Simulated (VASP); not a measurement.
Cs: single point with LDA

The system is Cs.

```
Cs
1.0
     0.00000    3.92184    3.92184
     3.92184    0.00000    3.92184
     3.92184    3.92184    0.00000
Cs
1
Direct
  0.00000 0.00000 0.00000
```

This isn't the form of Cs at room conditions, which is bcc.

- Program: VASP 6.6.1
- Task: single point
- Functional: LDA
- Potentials or basis: VASP PAW LDA potentials, release 64 (Cs_sv)
- Cutoff: 520 eV
- k mesh: 6 × 6 × 6
- Occupations: fermi-dirac, width 0.05 eV
- Spin: no spin polarisation
- Dipole correction: no
- Further INCAR settings: ALGO = Fast; EDIFF = 1e-06; NBANDS = 10

```yaml
Pressure: -0.4 GPa
Band_gap_on_the_k_mesh: zero (an odd number of electrons rules out a gap without spin polarisation)
```

Levels at points of the mesh, in eV from the Fermi level:
```
           k point  band 1  band 2  band 3  band 4  band 5  band 6  band 7  band 8  band 9  band 10
(0.00, 0.00, 0.00)  -23.83  -10.57  -10.57  -10.57   -1.61    2.38    2.38    2.38    3.40     3.40
(0.50, 0.00, 0.00)  -23.82  -10.69  -10.59  -10.59   -0.02    0.81    2.26    2.26    4.17     4.19
(0.50, 0.50, 0.00)  -23.82  -10.68  -10.61  -10.61    0.34    1.07    1.42    3.90    3.94     4.04
```

Wall time 17 s on 1 thread of Intel Xeon 8259CL, on a shared host, peak memory 0.2 GiB.

Caveat: spin-orbit coupling is left out, which moves the levels of the heavy elements.
